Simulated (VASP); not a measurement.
Wanted: the native input for a VASP 6.6.1 run.

| Item | Value |
| --- | --- |
| Task | relaxation of cell and atoms |
| Functional | PBE |
| Potentials or basis | VASP PAW PBE potentials, release 64 (Zn) |
| Cutoff | 600 eV |
| k mesh | 18 × 18 × 18 |
| Occupations | gaussian, width 0.1 eV |
| Spin | no spin polarisation |
| Dipole correction | no |
| Further INCAR settings | ALGO = Normal; EDIFF = 1e-07; IBRION = 2; EDIFFG = -0.005; NSW = 100; ISIF = 3 |

The structure of Zn lies in POSCAR:

```
Zn
1.0
    0.0000000000      1.9536485107      1.9536485107
    1.9536485107      0.0000000000      1.9536485107
    1.9536485107      1.9536485107      0.0000000000
Zn
1
Direct
    0.0000000000      0.0000000000      0.0000000000
```

This isn't the form of Zn at room conditions, which is hcp.

These files were run (other wordings do the same):

INCAR

```
ALGO = Normal ; EDIFF = 1E-7
EDIFFG = -0.005 ; ENCUT = 600
GGA = PE ; IBRION = 2
ISIF = 3 ; ISMEAR = 0
LASPH = True ; LCHARG = False
LREAL = False ; LWAVE = False
NELM = 100 ; NSW = 100
PREC = Accurate ; SIGMA = 0.1
```

KPOINTS

```
k-points
0
Gamma
  18 18 18
```

Potentials or basis: VASP PAW PBE potentials, release 64 (Zn).

Run with:

```bash
$ cat potpaw_PBE.64/Zn/POTCAR > POTCAR
$ mpirun -np 1 vasp_std > vasp.out
```

It gave:

* Relaxed volume: 15.21 Å³/atom
* Relaxed cell: a = 2.781 Å, b = 2.781 Å, c = 2.781 Å, α = 60.00°, β = 60.00°, γ = 60.00°
* Space group after relaxing (to 0.1 Å): Fm-3m (No. 225)
* Energy gained by relaxing: 1.3 meV/atom
* Ionic steps: 2
* Pressure after relaxing: 0.0 GPa
* Band gap on the k mesh: zero (bands 6 and 7 overlap by 3.02 eV)

Run time: 45 s on 1 thread of Intel Xeon 8259CL (shared host), peak memory 0.17 GiB.
